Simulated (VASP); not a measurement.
Runs of VASP 6.6.1 on Zn4C. The structure is that of space group P-43m (No. 215), or close to it. The cells are those of the table. 

```csv
task,cell,k mesh,cutoff (eV),gap on the mesh (eV),pressure (GPa),relaxed volume (Å³/atom),largest force (eV/Å)
relaxation of cell and atoms,"relaxed from a = 4.443 Å, 5 atoms",4 × 4 × 4,600,none,-0.4,14.94,0.02
single point,"a = 4.200 Å, 5 atoms",4 × 4 × 4,520,none,0.3,-,(b)
relaxation of cell and atoms,"relaxed from a = 4.200 Å, 5 atoms",10 × 10 × 10,600,none,0.0,14.79,-
single point,"a = 4.443 Å, 5 atoms",4 × 4 × 4,520,none,1.4,-,(a)
single point,"a = 4.192 Å, 5 atoms",10 × 10 × 10,520,none,0.4,-,0.02
```

Alike in all rows: level PBE; potentials or basis VASP PAW PBE potentials, release 64 (Zn, C); no spin polarisation; smearing gaussian 0.1 eV.

**Question.** Fill in the values left out.

**Answer.** (a) 2.24; (b) 0.03.

Caveats: some runs use coarse meshes; forces of over 1 eV/Å act on the atoms, so gaps and moduli don't describe the material at rest (some runs).

A gap of «none» marks levels without a gap at the run's occupations.
